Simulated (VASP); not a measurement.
Wanted: the native input for a VASP 6.6.1 run.

| Item | Value |
| --- | --- |
| Task | single point |
| Functional | PBEsol |
| Potentials or basis | VASP PAW PBE potentials, release 64 (Ba_sv, S) |
| Cutoff | 500 eV |
| k mesh | 6 × 6 × 6, shifted |
| Occupations | gaussian, width 0.01 eV |
| Spin | no spin polarisation |
| Dipole correction | no |
| Further INCAR settings | ALGO = Normal; EDIFF = 1e-06; NBANDS = 15; ISYM = -1 |

The structure of BaS lies in POSCAR:

```
BaS
1.0
    0.0000000000      3.2119099263      3.2119099263
    3.2119099263      0.0000000000      3.2119099263
    3.2119099263      3.2119099263      0.0000000000
Ba S
1 1
Direct
    0.0000000000      0.0000000000      0.0000000000
    0.5000000000      0.5000000000      0.5000000000
```

These files were run (other wordings do the same):

INCAR

```
SYSTEM = BaS
PREC = Accurate ; ENCUT = 500
EDIFF = 1E-6 ; ISMEAR = 0
SIGMA = 0.01 ; LREAL = .FALSE.
LASPH = .TRUE. ; NELM = 120
ALGO = Normal ; ISIF = 2
LWAVE = .FALSE. ; LCHARG = .FALSE.
GGA = PS ; ISYM = -1
NBANDS = 15 ; GGA_COMPAT = .FALSE.
```

KPOINTS

```
explicit points
108
Reciprocal
  0.08333333   0.08333333   0.08333333 2
  0.08333333   0.08333333   0.25000000 2
  0.08333333   0.08333333   0.41666667 2
  0.08333333   0.08333333   0.58333333 2
  0.08333333   0.08333333   0.75000000 2
  0.08333333   0.08333333   0.91666667 2
  0.08333333   0.25000000   0.08333333 2
  0.08333333   0.25000000   0.25000000 2
  0.08333333   0.25000000   0.41666667 2
  0.08333333   0.25000000   0.58333333 2
  0.08333333   0.25000000   0.75000000 2
  0.08333333   0.25000000   0.91666667 2
  0.08333333   0.41666667   0.08333333 2
  0.08333333   0.41666667   0.25000000 2
  0.08333333   0.41666667   0.41666667 2
  0.08333333   0.41666667   0.58333333 2
  0.08333333   0.41666667   0.75000000 2
  0.08333333   0.41666667   0.91666667 2
  0.08333333   0.58333333   0.08333333 2
  0.08333333   0.58333333   0.25000000 2
  0.08333333   0.58333333   0.41666667 2
  0.08333333   0.58333333   0.58333333 2
  0.08333333   0.58333333   0.75000000 2
  0.08333333   0.58333333   0.91666667 2
  0.08333333   0.75000000   0.08333333 2
  0.08333333   0.75000000   0.25000000 2
  0.08333333   0.75000000   0.41666667 2
  0.08333333   0.75000000   0.58333333 2
  0.08333333   0.75000000   0.75000000 2
  0.08333333   0.75000000   0.91666667 2
  0.08333333   0.91666667   0.08333333 2
  0.08333333   0.91666667   0.25000000 2
  0.08333333   0.91666667   0.41666667 2
  0.08333333   0.91666667   0.58333333 2
  0.08333333   0.91666667   0.75000000 2
  0.08333333   0.91666667   0.91666667 2
  0.25000000   0.08333333   0.08333333 2
  0.25000000   0.08333333   0.25000000 2
  0.25000000   0.08333333   0.41666667 2
  0.25000000   0.08333333   0.58333333 2
  0.25000000   0.08333333   0.75000000 2
  0.25000000   0.08333333   0.91666667 2
  0.25000000   0.25000000   0.08333333 2
  0.25000000   0.25000000   0.25000000 2
  0.25000000   0.25000000   0.41666667 2
  0.25000000   0.25000000   0.58333333 2
  0.25000000   0.25000000   0.75000000 2
  0.25000000   0.25000000   0.91666667 2
  0.25000000   0.41666667   0.08333333 2
  0.25000000   0.41666667   0.25000000 2
  0.25000000   0.41666667   0.41666667 2
  0.25000000   0.41666667   0.58333333 2
  0.25000000   0.41666667   0.75000000 2
  0.25000000   0.41666667   0.91666667 2
  0.25000000   0.58333333   0.08333333 2
  0.25000000   0.58333333   0.25000000 2
  0.25000000   0.58333333   0.41666667 2
  0.25000000   0.58333333   0.58333333 2
  0.25000000   0.58333333   0.75000000 2
  0.25000000   0.58333333   0.91666667 2
  0.25000000   0.75000000   0.08333333 2
  0.25000000   0.75000000   0.25000000 2
  0.25000000   0.75000000   0.41666667 2
  0.25000000   0.75000000   0.58333333 2
  0.25000000   0.75000000   0.75000000 2
  0.25000000   0.75000000   0.91666667 2
  0.25000000   0.91666667   0.08333333 2
  0.25000000   0.91666667   0.25000000 2
  0.25000000   0.91666667   0.41666667 2
  0.25000000   0.91666667   0.58333333 2
  0.25000000   0.91666667   0.75000000 2
  0.25000000   0.91666667   0.91666667 2
  0.41666667   0.08333333   0.08333333 2
  0.41666667   0.08333333   0.25000000 2
  0.41666667   0.08333333   0.41666667 2
  0.41666667   0.08333333   0.58333333 2
  0.41666667   0.08333333   0.75000000 2
  0.41666667   0.08333333   0.91666667 2
  0.41666667   0.25000000   0.08333333 2
  0.41666667   0.25000000   0.25000000 2
  0.41666667   0.25000000   0.41666667 2
  0.41666667   0.25000000   0.58333333 2
  0.41666667   0.25000000   0.75000000 2
  0.41666667   0.25000000   0.91666667 2
  0.41666667   0.41666667   0.08333333 2
  0.41666667   0.41666667   0.25000000 2
  0.41666667   0.41666667   0.41666667 2
  0.41666667   0.41666667   0.58333333 2
  0.41666667   0.41666667   0.75000000 2
  0.41666667   0.41666667   0.91666667 2
  0.41666667   0.58333333   0.08333333 2
  0.41666667   0.58333333   0.25000000 2
  0.41666667   0.58333333   0.41666667 2
  0.41666667   0.58333333   0.58333333 2
  0.41666667   0.58333333   0.75000000 2
  0.41666667   0.58333333   0.91666667 2
  0.41666667   0.75000000   0.08333333 2
  0.41666667   0.75000000   0.25000000 2
  0.41666667   0.75000000   0.41666667 2
  0.41666667   0.75000000   0.58333333 2
  0.41666667   0.75000000   0.75000000 2
  0.41666667   0.75000000   0.91666667 2
  0.41666667   0.91666667   0.08333333 2
  0.41666667   0.91666667   0.25000000 2
  0.41666667   0.91666667   0.41666667 2
  0.41666667   0.91666667   0.58333333 2
  0.41666667   0.91666667   0.75000000 2
  0.41666667   0.91666667   0.91666667 2
```

Potentials or basis: VASP PAW PBE potentials, release 64 (Ba_sv, S).

Launch:

```bash
$ cat potpaw_PBE.64/Ba_sv/POTCAR potpaw_PBE.64/S/POTCAR > POTCAR
$ mpirun -np 1 vasp_std > vasp.out
```

It gave:

```yaml
Pressure: -1.2 GPa
Band_gap_on_the_k_mesh: 2.29 eV (least direct gap 2.41 eV)
```

Caveat: the PAW data sets were made with another functional, which shifts forces and pressure a little; spin-orbit coupling is left out, which moves the levels of the heavy elements; a shifted mesh leaves out Γ, where band edges can lie.

It took 110 s on 1 thread of Intel(R) Xeon(R) Platinum 8259CL CPU @ 2.50GHz (Skylake/Cascade Lake), with other jobs on the host, peak memory 0.27 GiB.
